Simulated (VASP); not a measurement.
A run of VASP 6.6.1:

INCAR

```
PREC = Accurate ; ENCUT = 600
EDIFF = 1E-6 ; ISMEAR = 1
SIGMA = 0.05 ; LREAL = F
LASPH = T ; NELM = 60
ALGO = Normal ; ISIF = 3
LWAVE = F ; LCHARG = F
GGA = PS ; IBRION = 2
NSW = 80 ; EDIFFG = -0.01
```

File KPOINTS:

```
regular mesh
0
Gamma
  10 10 3
```

File POSCAR:

```
Li
1.0
    3.0343860000      0.0000000000      0.0000000000
   -1.5171930000      2.6278550000      0.0000000000
    0.0000000000      0.0000000000     10.2162080000
Li
4
Direct
    0.0000000000      0.0000000000      0.0000000000
    0.3333333333      0.6666666667      0.2500000000
    0.0000000000      0.0000000000      0.5000000000
    0.6666666667      0.3333333333      0.7500000000
```

Potentials or basis: VASP PAW PBE potentials, release 64 (Li_sv).

Launch:

```console
$ cat potpaw_PBE.64/Li_sv/POTCAR > POTCAR
$ mpirun -np 1 vasp_std > vasp.out
```

Hardware: 1 thread of Intel(R) Xeon(R) Platinum 8259CL CPU @ 2.50GHz (Skylake/Cascade Lake), with other jobs on the host.

Q: How long does it take, and how much memory?

A: Run time: 90 s on 1 thread of Intel(R) Xeon(R) Platinum 8259CL CPU @ 2.50GHz (Skylake/Cascade Lake) (shared host), peak memory 0.2 GiB. Counts: scf iterations 66, k points 28, ion steps 10.
